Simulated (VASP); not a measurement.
Wanted: the native input for a VASP 6.6.1 run.

| Property | Result |
| --- | --- |
| Task | relaxation of cell and atoms |
| Functional | PBE |
| Dispersion | D3(BJ) |
| Potentials or basis | VASP PAW PBE potentials, release 64 (Zr_sv, Se) |
| Cutoff | 500 eV |
| k mesh | 6 × 6 × 3 |
| Occupations | gaussian, width 0.01 eV |
| Spin | no spin polarisation |
| Dipole correction | no |
| Further INCAR settings | ALGO = Normal; EDIFF = 1e-07; IBRION = 2; EDIFFG = -0.01; NSW = 80; ISIF = 3 |

The structure of ZrSe2 lies in POSCAR:

```
ZrSe2
1.0
    3.7980000000      0.0000000000      0.0000000000
   -1.8990000000      3.2891644800      0.0000000000
    0.0000000000      0.0000000000      6.1920000000
Zr Se
1 2
Direct
    0.0000000000      0.0000000000      0.0000000000
    0.3333333333      0.6666666667      0.2500000000
    0.6666666667      0.3333333333      0.7500000000
```

The input as run:

INCAR

```
  PREC = Accurate
  ENCUT = 500
  EDIFF = 1E-7
  ISMEAR = 0
  SIGMA = 0.01
  LREAL = False
  LASPH = True
  NELM = 120
  ALGO = Normal
  ISIF = 3
  LWAVE = False
  LCHARG = False
  GGA = PE
  IVDW = 12
  IBRION = 2
  NSW = 80
  EDIFFG = -0.01
  GGA_COMPAT = False
  NELMIN = 4
```

KPOINTS

```
Automatic mesh
0
Gamma
  6 6 3
```

Potentials or basis: VASP PAW PBE potentials, release 64 (Zr_sv, Se).

The run is started by

```console
$ cat potpaw_PBE.64/Zr_sv/POTCAR potpaw_PBE.64/Se/POTCAR > POTCAR
$ mpirun -np 1 vasp_std > vasp.out
```

Results of the run:

```yaml
Relaxed_volume: 24.44 Å³/atom
Relaxed_cell: a = 3.748 Å, b = 3.748 Å, c = 6.028 Å, α = 90.00°, β = 90.00°, γ = 120.00°
Space_group_after_relaxing_to_0.1_Å: P-3m1 (No. 164)
Energy_gained_by_relaxing: 9.8 meV/atom
Ionic_steps: 12
Pressure_after_relaxing: 0.0 GPa
Band_gap_on_the_k_mesh: 0.13 eV (least direct gap 0.90 eV)
Dispersion_energy_per_atom: -0.404 eV
```

Caveat: an odd mesh through Γ misses points on the zone boundary, where band edges can lie.

It took 6 min on 1 thread of Intel Xeon 8259CL (shared host), peak memory 0.21 GiB.
